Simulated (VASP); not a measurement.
# TiAl3 (I4/mmm) in VASP: notebook, part 2 of 2

VASP 6.6.1. Earlier steps stand in the parts before.

**5. Single point, revPBE**

This run uses another cell than the first one, of 15.63 Å³/atom, 0.962 times its volume.

INCAR

```
PREC     = Accurate       # precision mode
ENCUT    = 520            # plane-wave cutoff, eV
EDIFF    = 1E-7           # SCF threshold, eV
ISMEAR   = -1             # smearing method
SIGMA    = 0.05           # smearing width, eV
LREAL    = False          # projectors in reciprocal space
LASPH    = True           # aspherical terms in the spheres
NELM     = 80             # most SCF steps
ALGO     = Normal         # electronic algorithm
ISIF     = 2              # what is computed and relaxed
LWAVE    = False          # write WAVECAR
LCHARG   = False          # write CHGCAR
GGA      = RE             # functional
NBANDS   = 18             # bands
```

KPOINTS

```
Automatic mesh
0
Gamma
  10 10 10
```

POSCAR

```
TiAl3
1.0
   -1.9111067713      1.9111067713      4.2806687947
    1.9111067713     -1.9111067713      4.2806687947
    1.9111067713      1.9111067713     -4.2806687947
Ti Al
1 3
Direct
    0.0000000000      0.0000000000      0.0000000000
    0.2500000000      0.7500000000      0.5000000000
    0.7500000000      0.2500000000      0.5000000000
    0.5000000000      0.5000000000      0.0000000000
```

Potentials or basis: VASP PAW PBE potentials, release 64 (Ti_sv, Al).

Launch:

```console
> cat potpaw_PBE.64/Ti_sv/POTCAR potpaw_PBE.64/Al/POTCAR > POTCAR
> mpirun -np 1 vasp_std > vasp.out
```

OUTCAR:

```text
PREC = Accurate
   ENCUT = 520
   EDIFF = 1E-7
   ISMEAR = -1
   LREAL = False
   LASPH = True
   NELM = 80
   ISIF = 2
   GGA = RE

 ion  position               nearest neighbor table
   1  0.000  0.000  0.000-   4 2.70   4 2.70   4 2.70   4 2.70   3 2.87   2 2.87   3 2.87   2 2.87
                             3 2.87   3 2.87   2 2.87   2 2.87
   2  0.250  0.750  0.500-   3 2.70   3 2.70   3 2.70   3 2.70   4 2.87   1 2.87   4 2.87   4 2.87
                             1 2.87   1 2.87   4 2.87   1 2.87
   3  0.750  0.250  0.500-   2 2.70   2 2.70   2 2.70   2 2.70   4 2.87   1 2.87   4 2.87   1 2.87
                             4 2.87   4 2.87   1 2.87   1 2.87
   4  0.500  0.500  0.000-   1 2.70   1 2.70   1 2.70   1 2.70   3 2.87   2 2.87   3 2.87   3 2.87
                             2 2.87   2 2.87   3 2.87   2 2.87

  LATTYP: Found a body centered tetragonal cell.
 ALAT       =     3.8222135426
 C/A-ratio  =     2.2398899208

  Lattice vectors:

 A1 = (  -1.9111067713,   1.9111067713,   4.2806687947)
 A2 = (   1.9111067713,  -1.9111067713,   4.2806687947)
 A3 = (   1.9111067713,   1.9111067713,  -4.2806687947)

Analysis of symmetry for initial positions (statically):
=====================================================================
 Subroutine PRICEL returns:
 Original cell was already a primitive cell.

 Routine SETGRP: Setting up the symmetry group for a
 body centered tetragonal supercell.

 Subroutine GETGRP returns: Found 16 space group operations
 (whereof 16 operations were pure point group operations)
 out of a pool of 16 trial point group operations.

The static configuration has the point symmetry D_4h.

Analysis of symmetry for dynamics (positions and initial velocities):
=====================================================================
 Subroutine PRICEL returns:
 Original cell was already a primitive cell.

 Routine SETGRP: Setting up the symmetry group for a
 body centered tetragonal supercell.

 Subroutine GETGRP returns: Found 16 space group operations
 (whereof 16 operations were pure point group operations)
 out of a pool of 16 trial point group operations.

The dynamic configuration has the point symmetry D_4h.

 Subroutine INISYM returns: Found 16 space group operations
 (whereof 16 operations are pure point group operations),
 and found     1 'primitive' translations

----------------------------------------------------------------------------------------

                                     Primitive cell

  volume of cell :      62.5376

  direct lattice vectors                    reciprocal lattice vectors
    -1.911106771  1.911106771  4.280668795     0.000000000  0.261628501  0.116804178
     1.911106771 -1.911106771  4.280668795     0.261628501  0.000000000  0.116804178
     1.911106771  1.911106771 -4.280668795     0.261628501  0.261628501  0.000000000

  length of vectors
     5.062487878  5.062487878  5.062487878     0.286518217  0.286518217  0.369998575

  position of ions in fractional coordinates (direct lattice)
     0.000000000  0.000000000  0.000000000
     0.250000000  0.750000000  0.500000000
     0.750000000  0.250000000  0.500000000
     0.500000000  0.500000000  0.000000000

  ion indices of the primitive-cell ions
   primitive index   ion index
[... 31 lines left out ...]
 Following reciprocal coordinates:
            Coordinates               Weight
  0.000000  0.000000  0.000000      1.000000
  0.100000  0.000000 -0.000000      8.000000
  0.200000  0.000000 -0.000000      8.000000
  0.300000  0.000000 -0.000000      8.000000
  0.400000  0.000000  0.000000      8.000000
  0.500000  0.000000 -0.000000      4.000000
[... 16 lines left out ...]
  0.300000  0.300000  0.000000      8.000000
  0.400000  0.300000 -0.000000     16.000000
 [... further k-points ...]
   k-points           NKPTS =    102   k-points in BZ     NKDIM =    102   number of bands    NBANDS=     18
   number of dos      NEDOS =    301   number of ions     NIONS =      4
   total plane-waves  NPLWV =  64000
   dimension x,y,z NGX =    40 NGY =   40 NGZ =   40
   dimension x,y,z NGXF=    80 NGYF=   80 NGZF=   80
   ions per type =               1   3
   NGX,Y,Z   is equivalent  to a cutoff of  13.14, 13.14, 13.14 a.u.
   NGXF,Y,Z  is equivalent  to a cutoff of  26.27, 26.27, 26.27 a.u.
 SYSTEM =  unknown system
   PREC   = accura    normal or accurate (medium, high low for compatibility)
   ISTART =      0    job   : 0-new  1-cont  2-samecut
   ICHARG =      2    charge: 1-file 2-atom 10-const
   ISPIN  =      1    spin polarized calculation?
   LNONCOLLINEAR =      F non collinear calculations
   LSORBIT =      F    spin-orbit coupling
   LASPH  =      T    aspherical Exc in radial PAW
   ENCUT  =  520.0 eV  38.22 Ry    6.18 a.u.   9.41  9.41  9.41*2*pi/ulx,y,z
   NELM   =     80;   NELMIN=  2; NELMDL= -5     # of ELM steps
   EDIFF  = 0.1E-06   stopping-criterion for ELM
   LREAL  =      F    real-space projection
   EDIFFG = 0.1E-05   stopping-criterion for IOM
   NSW    =      0    number of steps for IOM
   IBRION =     -1    ionic relax: 0-MD 1-quasi-New 2-CG
   NFREE  =      0    steps in history (QN), initial steepest desc. (CG)
   ISIF   =      2    stress and relaxation
   ISYM   =      2    0-nonsym 1-usesym 2-fastsym
   POTIM  = 0.5000    time-step for ionic-motion
   TEBEG  =    0.0;   TEEND  =   0.0 temperature during run
   PSTRESS=    0.0 pullay stress
   NELECT =      21.0000    total number of electrons
   NUPDOWN=      -1.0000    fix difference up-down
   EMIN   =  10.00;   EMAX   =-10.00  energy-range for DOS
   EFERMI =   0.00;   METHOD = LEGACY
   ISMEAR =    -1;   SIGMA  =   0.05  broadening in eV -4-tet -1-fermi 0-gaus
   EFERMI_NEDOS =   21; number of points for ismear=-14 and -15
   IALGO  =     38    algorithm
   IMIX   =      4    mixing-type and parameters
     AMIX     =   0.40;   BMIX     =  1.00
     AMIX_MAG =   1.60;   BMIX_MAG =  1.00
  volume/ion in A,a.u.               =      15.63       105.51
  Fermi-wavevector in a.u.,A,eV,Ry     =   1.137891  2.150303 17.616776  1.294796
  Thomas-Fermi vector in A             =   2.274596
   LORBIT       =      0    0 simple, 1 ext, 2 COOP (PROOUT), +10 PAW based schemes
   GGA     = RE    functional components
   LHFCALC =     F    Hartree Fock is set to
   AEXX    =    0.0000 exact exchange contribution
   IVDW    =     0    specifies the selected vdW correction
   LEPSILON=     F    determine dielectric tensor
   LRPA    =     F    only Hartree local field effects (RPA)
 non-spin polarized calculation
  energy-cutoff  :      520.00
  volume of cell :       62.54
 maximum number of plane-waves:      1699
 NGX is ok and might be reduce to    40
   NGX = 19   NGY = 19   NGZ = 19

 number of electron      20.9999999 magnetization

 Free energy of the ion-electron system (eV)
  ---------------------------------------------------
  ext. energy  EPLUGINS =         0.00000000
  ---------------------------------------------------
  free energy    TOTEN  =       -19.72525134 eV

  energy without entropy =      -19.71185947  energy(sigma->0) =      -19.71855540

 E-fermi :   8.4385     XC(G=0): -10.7413

 val. band max:        8.4011228485   @ k =  -0.1000   0.3000   0.1000
 cond. band min:       8.4396266666   @ k =   0.2000   0.0000  -0.0000
 fundamental gap:      0.0385038181
 Fermi energy:         8.4384591553

 k-point     1 :       0.0000    0.0000    0.0000
  band No.  band energies     occupation
      1     -48.1071      2.00000
      2     -24.3728      2.00000
      3     -24.3728      2.00000
      4     -24.2951      2.00000
      5      -1.6903      2.00000
      6       5.5893      2.00000
[... 481 lines left out ...]
      5       1.5999      2.00000
      6       2.7234      2.00000
[... 10 lines left out ...]
     17      13.2901      0.00000
     18      14.5079      0.00000

 [... further k-points ...]

------------------------ aborting loop because EDIFF is reached ----------------------------------------

  FORCE on cell =-STRESS in cart. coord.  units (eV):
  Direction    XX          YY          ZZ          XY          YZ          ZX
  --------------------------------------------------------------------------------------
  -------------------------------------------------------------------------------------
  Total        1.5119540      1.5119540      1.3703076      0.0000000     -0.0000000      0.0000000
  in kB       38.7353633     38.7353633     35.1064668      0.0000000     -0.0000000      0.0000000
  external PRESSURE =      37.5257311 kB  Pullay stress =       0.0000000 kB

 VOLUME and BASIS-vectors are now :
 -----------------------------------------------------------------------------
  energy-cutoff  :      520.00
  volume of cell :       62.54
      direct lattice vectors                 reciprocal lattice vectors
    -1.911106771  1.911106771  4.280668795     0.000000000  0.261628501  0.116804178
     1.911106771 -1.911106771  4.280668795     0.261628501  0.000000000  0.116804178
     1.911106771  1.911106771 -4.280668795     0.261628501  0.261628501  0.000000000

 POSITION                                       TOTAL-FORCE (eV/Angst)
 -----------------------------------------------------------------------------------
      0.00000      0.00000      0.00000        -0.000000     -0.000000     -0.000000
      1.91111      0.00000      2.14033        -0.000000      0.000000      0.000000
      0.00000      1.91111      2.14033         0.000000     -0.000000      0.000000
      0.00000      0.00000      4.28067        -0.000000     -0.000000     -0.000000
 -----------------------------------------------------------------------------------
    total drift:                               -0.000000     -0.000000     -0.000000

  FREE ENERGIE OF THE ION-ELECTRON SYSTEM (eV)
  ---------------------------------------------------
  free  energy   TOTEN  =       -19.7252513394 eV

  energy  without entropy=      -19.7118594696  energy(sigma->0) =      -19.71855540
```

Wall time 3.3 min (1 thread of Intel Xeon Platinum 8259CL at 2.50GHz (Skylake/Cascade Lake), shared host); peak memory 0.3 GiB.

What came out:

| Item | Value |
| --- | --- |
| Free energy | -19.7253 eV |
| Pressure | 3.8 GPa |

Caveat: the PAW data sets were made with another functional, which shifts forces and pressure a little.

**6. Single point, RPBE**

INCAR

```
SYSTEM = TiAl3
ALGO = Normal
EDIFF = 1E-7
ENCUT = 520
GGA = RP
ISIF = 2
ISMEAR = -1
LASPH = .True.
LCHARG = .False.
LREAL = .False.
LWAVE = .False.
NBANDS = 18
NELM = 80
PREC = Accurate
SIGMA = 0.05
```

KPOINTS

```
k-points
0
Gamma
  10 10 10
  0 0 0
```

POSCAR

```
TiAl3
1.0
   -1.9376690430      1.9376690430      4.3354117264
    1.9376690430     -1.9376690430      4.3354117264
    1.9376690430      1.9376690430     -4.3354117264
Ti Al
1 3
Direct
    0.0000000000      0.0000000000      0.0000000000
    0.2500000000      0.7500000000      0.5000000000
    0.7500000000      0.2500000000      0.5000000000
    0.5000000000      0.5000000000      0.0000000000
```

Potentials or basis: VASP PAW PBE potentials, release 64 (Ti_sv, Al).

Launch:

```console
> cat potpaw_PBE.64/Ti_sv/POTCAR potpaw_PBE.64/Al/POTCAR > POTCAR
> mpirun -np 1 vasp_std > vasp.out
```

OUTCAR:

```text
SYSTEM = TiAl3
   EDIFF = 1E-7
   ENCUT = 520
   GGA = RP
   ISIF = 2
   ISMEAR = -1
   LASPH = .True.
   LREAL = .False.
   NELM = 80
   PREC = Accurate

 ion  position               nearest neighbor table
   1  0.000  0.000  0.000-   4 2.74   4 2.74   4 2.74   4 2.74   3 2.91   2 2.91   3 2.91   2 2.91
                             3 2.91   3 2.91   2 2.91   2 2.91
   2  0.250  0.750  0.500-   3 2.74   3 2.74   3 2.74   3 2.74   4 2.91   1 2.91   4 2.91   4 2.91
                             1 2.91   1 2.91   4 2.91   1 2.91
   3  0.750  0.250  0.500-   2 2.74   2 2.74   2 2.74   2 2.74   4 2.91   1 2.91   4 2.91   1 2.91
                             4 2.91   4 2.91   1 2.91   1 2.91
   4  0.500  0.500  0.000-   1 2.74   1 2.74   1 2.74   1 2.74   3 2.91   2 2.91   3 2.91   3 2.91
                             2 2.91   2 2.91   3 2.91   2 2.91

  LATTYP: Found a body centered tetragonal cell.
 ALAT       =     3.8753380860
 C/A-ratio  =     2.2374366469

  Lattice vectors:

 A1 = (  -1.9376690430,   1.9376690430,   4.3354117264)
 A2 = (   1.9376690430,  -1.9376690430,   4.3354117264)
 A3 = (   1.9376690430,   1.9376690430,  -4.3354117264)

Analysis of symmetry for initial positions (statically):
[... 181 lines left out ...]
 fundamental gap:      0.0105883140
 Fermi energy:         8.0586319086

 k-point     1 :       0.0000    0.0000    0.0000
  band No.  band energies     occupation
      1     -48.6431      2.00000
      2     -24.8792      2.00000
      3     -24.8792      2.00000
      4     -24.8021      2.00000
      5      -1.8607      2.00000
      6       5.2544      2.00000
[... 481 lines left out ...]
      5       1.3440      2.00000
      6       2.4481      2.00000
[... 10 lines left out ...]
     17      12.6789      0.00000
     18      13.9067      0.00000

 [... further k-points ...]

------------------------ aborting loop because EDIFF is reached ----------------------------------------

  FORCE on cell =-STRESS in cart. coord.  units (eV):
  Direction    XX          YY          ZZ          XY          YZ          ZX
  --------------------------------------------------------------------------------------
  -------------------------------------------------------------------------------------
  Total       -0.0469269     -0.0469269     -0.0488708      0.0000000      0.0000000      0.0000000
  in kB       -1.1547373     -1.1547373     -1.2025714      0.0000000      0.0000000      0.0000000
  external PRESSURE =      -1.1706820 kB  Pullay stress =       0.0000000 kB

 VOLUME and BASIS-vectors are now :
 -----------------------------------------------------------------------------
  energy-cutoff  :      520.00
  volume of cell :       65.11
      direct lattice vectors                 reciprocal lattice vectors
    -1.937669043  1.937669043  4.335411726     0.000000000  0.258042002  0.115329300
     1.937669043 -1.937669043  4.335411726     0.258042002  0.000000000  0.115329300
     1.937669043  1.937669043 -4.335411726     0.258042002  0.258042002  0.000000000

 POSITION                                       TOTAL-FORCE (eV/Angst)
 -----------------------------------------------------------------------------------
      0.00000      0.00000      0.00000         0.000000      0.000000      0.000000
      1.93767     -0.00000      2.16771         0.000000     -0.000000     -0.000000
     -0.00000      1.93767      2.16771        -0.000000      0.000000      0.000000
      0.00000      0.00000      4.33541         0.000000      0.000000      0.000000
 -----------------------------------------------------------------------------------
    total drift:                               -0.000000     -0.000000     -0.000000

  FREE ENERGIE OF THE ION-ELECTRON SYSTEM (eV)
  ---------------------------------------------------
  free  energy   TOTEN  =       -19.5235973760 eV

  energy  without entropy=      -19.5097089292  energy(sigma->0) =      -19.51665315
```

Wall time 3.1 min (1 thread of Intel Xeon Platinum 8259CL at 2.50GHz (Skylake/Cascade Lake), shared host); peak memory 0.31 GiB.

Results:

```yaml
Free_energy: -19.5236 eV
Pressure: -0.1 GPa
```

Caveat: the PAW data sets were made with another functional, which shifts forces and pressure a little.

**7. Overview**

```csv
level,cell,gap on the mesh (eV),pressure (GPa)
PBE,"a = 5.129 Å, angles 135.6, 135.6, 64.5°, 4 atoms",none,-2.1
PBE,"a = 5.162 Å, angles 135.6, 135.6, 64.5°, 4 atoms",none,-3.8
RPBE,"a = 5.062 Å, angles 135.6, 135.6, 64.5°, 4 atoms",none,4.2
revPBE,"a = 5.062 Å, angles 135.6, 135.6, 64.5°, 4 atoms",none,3.8
RPBE,"a = 5.129 Å, angles 135.6, 135.6, 64.6°, 4 atoms",none,-0.1
```

Alike in all rows: task single point; potentials or basis VASP PAW PBE potentials, release 64 (Ti_sv, Al); no spin polarisation; k mesh 10 × 10 × 10; cutoff (eV) 520; smearing fermi-dirac 0.05 eV.

Caveats: the PAW data sets were made with another functional, which shifts forces and pressure a little (some runs).

Absolute energies hang on the potentials; compare differences alone.
